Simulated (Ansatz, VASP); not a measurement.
Two plane-wave programs on InP

```
In P
1.0
     0.00000    2.93450    2.93450
     2.93450    0.00000    2.93450
     2.93450    2.93450    0.00000
In P
1 1
Direct
  0.00000 0.00000 0.00000
  0.25000 0.25000 0.25000
```

Alike in both runs: task single point; functional LDA; k mesh 10 × 10 × 10; occupations gaussian, width 0.03 eV; non-collinear spin, spin-orbit coupling.

|  | VASP | Ansatz |
| --- | --- | --- |
| version | VASP 6.6.1 | Ansatz 0.2.0 |
| potentials or method | VASP PAW LDA potentials, release 64 (In_d, P) | plane waves, PAW |
| plane-wave cutoff (eV) | 520 | 420 |
| valence electrons in the cell | 18 | 18 |

|  | VASP | Ansatz | Ansatz less VASP |
| --- | --- | --- | --- |
| net moment per atom (μB) | 0.00 | 0.00 | 0.000 |

LDA's correlation is that of Perdew and Zunger in VASP and of Perdew and Wang (1992) in Ansatz.
